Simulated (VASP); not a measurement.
Crystal: RbBr.

```
Rb Br
1.0
     0.00000    3.42700    3.42700
     3.42700    0.00000    3.42700
     3.42700    3.42700    0.00000
Rb Br
1 1
Direct
  0.00000 0.00000 0.00000
  0.50000 0.50000 0.50000
```

Base run:

```yaml
Program: VASP 6.6.1
Functional: PBE-based screened hybrid
Potentials_or_basis: VASP PAW PBE potentials, release 64 (Rb_sv, Br)
Cutoff: 520 eV
k_mesh: 4 × 4 × 4
Occupations: fermi-dirac, width 0.05 eV
Spin: no spin polarisation
```

Its results: band gap on the k mesh 5.87 eV, direct; pressure 0.7 GPa.

After a change of settings the same cell gave: band gap on the k mesh 5.10 eV, direct; pressure 0.8 GPa. Which change was it?
A. screening parameter from 0.1 1/Å to 0.4 1/Å
B. further incar settings from ALGO = Normal; EDIFF = 1e-07; NBANDS = 15 to ALGO = Normal; EDIFF = 1e-06; NBANDS = 15; screening parameter from 0.1 1/Å to 0.2 1/Å
C. further incar settings from ALGO = Normal; EDIFF = 1e-07; NBANDS = 15 to ALGO = Normal; EDIFF = 1e-06; NBANDS = 15; screening parameter from 0.1 1/Å to 0.6 1/Å
D. further incar settings from ALGO = Normal; EDIFF = 1e-07; NBANDS = 15 to ALGO = Normal; EDIFF = 1e-06; NBANDS = 15; screening parameter from 0.1 1/Å to 0.3 1/Å

A.

Caveats: the PAW data sets were made with another functional, which shifts forces and pressure a little.
